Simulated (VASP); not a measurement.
Wanted: the native input for a VASP 6.6.1 run.

| Item | Value |
| --- | --- |
| Task | single point |
| Functional | PBE |
| Potentials or basis | VASP PAW PBE potentials, release 64 (Si) |
| Cutoff | 520 eV |
| k mesh | 10 × 10 × 10 |
| Occupations | gaussian, width 0.02 eV |
| Spin | no spin polarisation |
| Dipole correction | no |
| Further INCAR settings | ALGO = Normal; EDIFF = 1e-06; NBANDS = 11 |

The structure of Si lies in POSCAR:

```
Si
1.0
    0.0000000000      2.6502008459      2.6502008459
    2.6502008459      0.0000000000      2.6502008459
    2.6502008459      2.6502008459      0.0000000000
Si
2
Direct
    0.7500000000      0.7500000000      0.7500000000
    0.5000000000      0.5000000000      0.5000000000
```

This cell differs from its parent crystal: volume scaled by 0.91.

The input as run:

INCAR

```
SYSTEM = Si
  PREC = Accurate
  ENCUT = 520
  EDIFF = 1E-6
  ISMEAR = 0
  SIGMA = 0.02
  LREAL = .FALSE.
  LASPH = .TRUE.
  NELM = 80
  ALGO = Normal
  ISIF = 2
  LWAVE = .FALSE.
  LCHARG = .FALSE.
  GGA = PE
  NBANDS = 11
```

KPOINTS

```
Automatic mesh
0
G
  10 10 10
  0 0 0
```

Potentials or basis: VASP PAW PBE potentials, release 64 (Si).

Command:

```console
$ cat potpaw_PBE.64/Si/POTCAR > POTCAR
$ mpirun -np 1 vasp_std > vasp.out
```

Results of the run:

- Pressure: 10.2 GPa
- Band gap on the k mesh: 0.45 eV, indirect (least direct gap 2.59 eV)

It took 8.7 s on 1 thread of Intel(R) Xeon(R) Platinum 8488C (Sapphire Rapids), on a shared host, peak memory 0.15 GiB.
